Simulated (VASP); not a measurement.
# CoPtO3 (P1) in VASP: single point with r2SCAN+U

Aim: the single point of CoPtO3 with r2SCAN+U.

All numbers are computed with VASP 6.6.1; they aren't measurements. Logs are shortened: lines on timing, memory, paths and dates and some standing lists are left out, and cuts for length are marked.

## Step 1: The cell of the first run

The typed cell holds 5 atoms: a = 3.595 Å, b = 3.455 Å, c = 3.442 Å, α = 87.17°, β = 91.05°, γ = 89.14°.

## Step 2: Single point, r2SCAN+U, collinear spin

POSCAR reads:

```
CoPtO3
1.0
    3.5948770000      0.0269830000     -0.0326580000
    0.0269830000      3.4535620000      0.0851730000
   -0.0326580000      0.0851730000      3.4406370000
Co Pt O
1 1 3
Direct
    0.5069970000      0.4780840000      0.4910200000
    0.9796580000      0.0115770000      0.0233760000
    0.4440390000      0.4934210000      0.0275690000
    0.0191360000      0.5305580000      0.5267390000
    0.4875280000      0.9989670000      0.4976250000
```

INCAR.step1 reads:

```
  PREC = Accurate
  ENCUT = 520
  ISMEAR = -1
  SIGMA = 0.1
  LREAL = False
  LASPH = True
  NELM = 150
  ISPIN = 2
  MAGMOM = 0 0.19 0.07 0.06 0.06
  LMAXMIX = 4
  LDAU = True
  LDAUTYPE = 1
  LDAUL = 2 -1 -1
  LDAUU = 5.53 0 0
  LDAUJ = 0.86 0 0
  NBANDS = 30
  GGA = PE
  ALGO = Normal
  EDIFF = 1E-4
  LWAVE = True
  LCHARG = False
```

INCAR.step2 reads:

```
  PREC = Accurate
  ENCUT = 520
  EDIFF = 1E-7
  ISMEAR = -1
  SIGMA = 0.1
  LREAL = False
  LASPH = True
  NELM = 150
  ALGO = Normal
  ISIF = 2
  LWAVE = False
  LCHARG = False
  ISPIN = 2
  MAGMOM = 0 0.19 0.07 0.06 0.06
  LORBIT = 11
  LMAXMIX = 4
  LDAU = True
  LDAUTYPE = 1
  LDAUL = 2 -1 -1
  LDAUU = 5.53 0 0
  LDAUJ = 0.86 0 0
  LDAUPRINT = 1
  METAGGA = R2SCAN
  LMIXTAU = True
  NBANDS = 30
  ISTART = 1
```

KPOINTS reads:

```
regular mesh
0
Gamma
  5 5 5
```

Potentials or basis: VASP PAW PBE potentials, release 64 (Co, Pt, O).

Run with:

```sh
> cat potpaw_PBE.64/Co/POTCAR potpaw_PBE.64/Pt/POTCAR potpaw_PBE.64/O/POTCAR > POTCAR
> cp INCAR.step1 INCAR
> mpirun -np 1 vasp_std > vasp.out
> cp INCAR.step2 INCAR
> mpirun -np 1 vasp_std > vasp.out
```

OUTCAR:

```text
PREC = Accurate
   ENCUT = 520
   EDIFF = 1E-7
   ISMEAR = -1
   LREAL = False
   LASPH = True
   NELM = 150
   ISIF = 2
   ISPIN = 2
   LORBIT = 11
   METAGGA = R2SCAN
   ISTART = 1

 ion  position               nearest neighbor table
   1  0.507  0.478  0.491-   3 1.61   5 1.66   4 1.77   5 1.80   4 1.86   3 1.87   2 2.89   2 2.89
                             2 2.96   2 3.00   2 3.01   2 3.08   2 3.16   2 3.27
   2  0.980  0.012  0.023-   4 2.34   3 2.38   4 2.42   5 2.43   5 2.43   3 2.43   4 2.45   5 2.51
                             3 2.53   4 2.56   5 2.60   3 2.65   1 2.89   1 2.89   1 2.96   1 3.00
   3  0.444  0.493  0.028-   1 1.61   1 1.87   2 2.38   2 2.43   2 2.53   2 2.65
   4  0.019  0.531  0.527-   1 1.77   1 1.86   2 2.34   2 2.42   2 2.45   2 2.56
   5  0.488  0.999  0.498-   1 1.66   1 1.80   2 2.43   2 2.43   2 2.51   2 2.60

  LATTYP: Found a triclinic cell.
 ALAT       =     4.9482517502
 B/A-ratio  =     0.7265448045
 C/A-ratio  =     1.0095281145
 COS(alpha) =     0.0022306886
 COS(beta)  =     0.5081803526
 COS(gamma) =     0.7160101922

  Lattice vectors:

 A1 = (  -3.5678940000,   3.4265790000,   0.1178310000)
 A2 = (  -3.5948770000,  -0.0269830000,   0.0326580000)
 A3 = (  -0.0056750000,   3.5387350000,   3.5258100000)

Analysis of symmetry for initial positions (statically):
=====================================================================
 Subroutine PRICEL returns:
 Original cell was already a primitive cell.

 Routine SETGRP: Setting up the symmetry group for a
 triclinic supercell.

 Subroutine GETGRP returns: Found  1 space group operations
 (whereof  1 operations were pure point group operations)
 out of a pool of  2 trial point group operations.

The static configuration has the point symmetry C_1 .

Analysis of symmetry for dynamics (positions and initial velocities):
=====================================================================
 Subroutine PRICEL returns:
 Original cell was already a primitive cell.

 Routine SETGRP: Setting up the symmetry group for a
 triclinic supercell.

 Subroutine GETGRP returns: Found  1 space group operations
 (whereof  1 operations were pure point group operations)
 out of a pool of  2 trial point group operations.

The dynamic configuration has the point symmetry C_1 .

Analysis of structural, dynamic, and magnetic symmetry:
=====================================================================
 Subroutine PRICEL returns:
 Original cell was already a primitive cell.

 Routine SETGRP: Setting up the symmetry group for a
 triclinic supercell.

 Subroutine GETGRP returns: Found  1 space group operations
 (whereof  1 operations were pure point group operations)
 out of a pool of  2 trial point group operations.

The overall configuration has the point symmetry C_1 .

 Subroutine INISYM returns: Found  1 space group operations
 (whereof  1 operations are pure point group operations),
 and found     1 'primitive' translations

----------------------------------------------------------------------------------------

                                     Primitive cell

  volume of cell :      42.6835

  direct lattice vectors                    reciprocal lattice vectors
     3.594877000  0.026983000 -0.032658000     0.278214943 -0.002240215  0.002696230
     0.026983000  3.453562000  0.085173000    -0.002240215  0.289751042 -0.007194053
[... 97 lines left out ...]
   ISIF   =      2    stress and relaxation
   ISYM   =      2    0-nonsym 1-usesym 2-fastsym
   POTIM  = 0.5000    time-step for ionic-motion
   TEBEG  =    0.0;   TEEND  =   0.0 temperature during run
   PSTRESS=    0.0 pullay stress
   NELECT =      37.0000    total number of electrons
   NUPDOWN=      -1.0000    fix difference up-down
   EMIN   =  10.00;   EMAX   =-10.00  energy-range for DOS
   EFERMI =   0.00;   METHOD = LEGACY
   ISMEAR =    -1;   SIGMA  =   0.10  broadening in eV -4-tet -1-fermi 0-gaus
   EFERMI_NEDOS =   21; number of points for ismear=-14 and -15
   IALGO  =     38    algorithm
   IMIX   =      4    mixing-type and parameters
     AMIX     =   0.40;   BMIX     =  1.00
     AMIX_MAG =   1.60;   BMIX_MAG =  1.00
  volume/ion in A,a.u.               =       8.54        57.61
  Fermi-wavevector in a.u.,A,eV,Ry     =   1.560949  2.949765 33.151417  2.436560
  Thomas-Fermi vector in A             =   2.664086
   LORBIT       =     11    0 simple, 1 ext, 2 COOP (PROOUT), +10 PAW based schemes
 LDA+U is selected, type is set to LDAUTYPE =  1
   angular momentum for each species LDAUL =     2   -1   -1
   U (eV)           for each species LDAUU =   5.5  0.0  0.0
   J (eV)           for each species LDAUJ =   0.9  0.0  0.0
   METAGGA = R2SCAN    functional components
   LHFCALC =     F    Hartree Fock is set to
   AEXX    =    0.0000 exact exchange contribution
   IVDW    =     0    specifies the selected vdW correction
   LEPSILON=     F    determine dielectric tensor
   LRPA    =     F    only Hartree local field effects (RPA)
 spin polarized calculation
  energy-cutoff  :      520.00
  volume of cell :       42.68
 maximum number of plane-waves:      1163
   NGX = 13   NGY = 13   NGZ = 13

atom =   1  type =  1  l = 2

 onsite density matrix

spin component  1

  0.9911 -0.0007 -0.0008 -0.0011  0.0159
 -0.0007  0.9831  0.0022 -0.0019  0.0013
 -0.0008  0.0022  0.4895 -0.0301  0.0203
 -0.0011 -0.0019 -0.0301  0.9880  0.0207
  0.0159  0.0013  0.0203  0.0207  0.4337

spin component  2

  0.9911 -0.0006 -0.0007 -0.0011  0.0155
 -0.0006  0.9827  0.0062 -0.0015 -0.0012
 -0.0007  0.0062  0.4896 -0.0299  0.0205
 -0.0011 -0.0015 -0.0299  0.9880  0.0200
  0.0155 -0.0012  0.0205  0.0200  0.4336

 occupancies and eigenvectors

  o =  0.4250  v =  0.0000  0.0000  0.0000  0.0000  0.0000  0.0263 -0.0054  0.3238  0.0508 -0.9444      0.0000  0.0000  0.0000  0.0000  0.0000  0.0000  0.0000  0.0000  0.0000  0.0000
  o =  0.4251  v =  0.0271  0.0011  0.3228  0.0521 -0.9446  0.0000  0.0000  0.0000  0.0000  0.0000      0.0000  0.0000  0.0000  0.0000  0.0000  0.0000  0.0000  0.0000  0.0000  0.0000
  o =  0.4951  v = -0.0087 -0.0050  0.9446  0.0440  0.3250  0.0000  0.0000  0.0000  0.0000  0.0000      0.0000  0.0000  0.0000  0.0000  0.0000  0.0000  0.0000  0.0000  0.0000  0.0000
  o =  0.4952  v =  0.0000  0.0000  0.0000  0.0000  0.0000 -0.0087 -0.0112  0.9443  0.0441  0.3259      0.0000  0.0000  0.0000  0.0000  0.0000  0.0000  0.0000  0.0000  0.0000  0.0000
  o =  0.9823  v =  0.0000  0.0000  0.0000  0.0000  0.0000 -0.0844 -0.9682  0.0018 -0.2354 -0.0088      0.0000  0.0000  0.0000  0.0000  0.0000  0.0000  0.0000  0.0000  0.0000  0.0000
  o =  0.9825  v = -0.0858 -0.9651  0.0103 -0.2470 -0.0137  0.0000  0.0000  0.0000  0.0000  0.0000      0.0000  0.0000  0.0000  0.0000  0.0000  0.0000  0.0000  0.0000  0.0000  0.0000
  o =  0.9907  v =  0.0000  0.0000  0.0000  0.0000  0.0000 -0.4016  0.2491  0.0545 -0.8786 -0.0412      0.0000  0.0000  0.0000  0.0000  0.0000  0.0000  0.0000  0.0000  0.0000  0.0000
  o =  0.9908  v = -0.3702  0.2615  0.0535 -0.8888 -0.0410  0.0000  0.0000  0.0000  0.0000  0.0000      0.0000  0.0000  0.0000  0.0000  0.0000  0.0000  0.0000  0.0000  0.0000  0.0000
  o =  0.9917  v =  0.9245  0.0150  0.0218 -0.3799  0.0131  0.0000  0.0000  0.0000  0.0000  0.0000      0.0000  0.0000  0.0000  0.0000  0.0000  0.0000  0.0000  0.0000  0.0000  0.0000
  o =  0.9917  v =  0.0000  0.0000  0.0000  0.0000  0.0000  0.9115  0.0202  0.0239 -0.4099  0.0114      0.0000  0.0000  0.0000  0.0000  0.0000  0.0000  0.0000  0.0000  0.0000  0.0000

 number of electron      37.0000005 magnetization       0.0058293

 Free energy of the ion-electron system (eV)
  ---------------------------------------------------
  ext. energy  EPLUGINS =         0.00000000
  ---------------------------------------------------
  free energy    TOTEN  =       -78.04526749 eV

  energy without entropy =      -77.92509538  energy(sigma->0) =      -77.98518143

 E-fermi :   8.9044     XC(G=0): -14.3047

 val. band max:        8.9007998175   @ k =   0.0000   0.0000   0.4000
 cond. band min:       8.9166268803   @ k =  -0.2000  -0.2000   0.2000
 fundamental gap:      0.0158270628
 Fermi energy:         8.9043547873

 spin component 1

 k-point     1 :       0.0000    0.0000    0.0000
  band No.  band energies     occupation
      1     -13.5545      1.00000
      2     -10.8715      1.00000
      3     -10.7400      1.00000
      4       1.8115      1.00000
      5       1.9161      1.00000
      6       2.0668      1.00000
[... 1577 lines left out ...]
     29      27.7874      0.00000
     30      29.1225      0.00000

 [... further k-points ...]

------------------------ aborting loop because EDIFF is reached ----------------------------------------

  FORCE on cell =-STRESS in cart. coord.  units (eV):
  Direction    XX          YY          ZZ          XY          YZ          ZX
  --------------------------------------------------------------------------------------
  -------------------------------------------------------------------------------------
  Total        8.6880416     14.5588496     16.4309537      0.1364964     -0.1947406      0.8815807
  in kB      326.1159499    546.4836933    616.7553405      5.1235540     -7.3098208     33.0911792
  external PRESSURE =     496.4516612 kB  Pullay stress =       0.0000000 kB

 VOLUME and BASIS-vectors are now :
 -----------------------------------------------------------------------------
  energy-cutoff  :      520.00
  volume of cell :       42.68
      direct lattice vectors                 reciprocal lattice vectors
     3.594877000  0.026983000 -0.032658000     0.278214943 -0.002240215  0.002696230
     0.026983000  3.453562000  0.085173000    -0.002240215  0.289751042 -0.007194053
    -0.032658000  0.085173000  3.440637000     0.002696230 -0.007194053  0.290847536

 POSITION                                       TOTAL-FORCE (eV/Angst)
 -----------------------------------------------------------------------------------
      1.81946      1.70659      1.71358         1.193772      3.117914      5.356672
      3.52130      0.06841      0.04942         0.347672     -0.435991     -0.533044
      1.60868      1.71839      0.12238         0.393468      0.174095     -5.297264
      0.06591      1.87770      1.85688        -2.345630     -0.357270     -0.046144
      1.76331      3.50553      1.78131         0.410719     -2.498748      0.519779
 -----------------------------------------------------------------------------------
    total drift:                               -0.021263      0.006178     -0.003335

  FREE ENERGIE OF THE ION-ELECTRON SYSTEM (eV)
  ---------------------------------------------------
  free  energy   TOTEN  =       -78.0452674850 eV

  energy  without entropy=      -77.9250953767  energy(sigma->0) =      -77.98518143

 total charge

# of ion       s       p       d       tot
------------------------------------------
    1        0.581   1.054   7.709   9.344
    2        0.383   0.321   7.991   8.696
    3        1.609   3.473   0.000   5.081
    4        1.604   3.420   0.000   5.024
    5        1.603   3.477   0.000   5.080
--------------------------------------------------
tot          5.780  11.746  15.700  33.225

 magnetization (x)

# of ion       s       p       d       tot
------------------------------------------
    1       -0.000  -0.000   0.000   0.000
    2       -0.000  -0.000   0.003   0.003
    3        0.000   0.001   0.000   0.001
    4        0.000   0.001   0.000   0.001
    5        0.000   0.001   0.000   0.001
--------------------------------------------------
tot          0.000   0.002   0.003   0.006
```

Run time: 8.5 min. Hardware: 1 thread of Intel Xeon 6975P-C (Granite Rapids), shared host; peak memory 0.28 GiB.

What came out:

| Item | Value |
| --- | --- |
| Free energy | -78.0453 eV |
| Pressure | 49.6 GPa |
| Largest force | 6.312 eV/Å |
| Net moment | 0.01 μB per cell |
| Valence electrons inside the program's atomic spheres | Co 9.34; Pt 8.70; O 5.08, 5.02 (each value once) |

Forces in eV/Å, atoms in the order of the input:
```
Co   1.194  3.118  5.357
Pt   0.348 -0.436 -0.533
O    0.393  0.174 -5.297
O   -2.346 -0.357 -0.046
O    0.411 -2.499  0.520
```

Eigenvalues of the final occupation matrices:
| site | spin | trace | eigenvalues |
| --- | --- | --- | --- |
| site 1 d | 1 | 3.89 | 0.43 0.50 0.98 0.99 0.99 |
| site 1 d | 2 | 3.88 | 0.43 0.50 0.98 0.99 0.99 |

Caveat: the k points lie up to 0.37 Å⁻¹ apart; the PAW data sets were made with another functional, which shifts forces and pressure a little; spin-orbit coupling is left out, which moves the levels of the heavy elements.
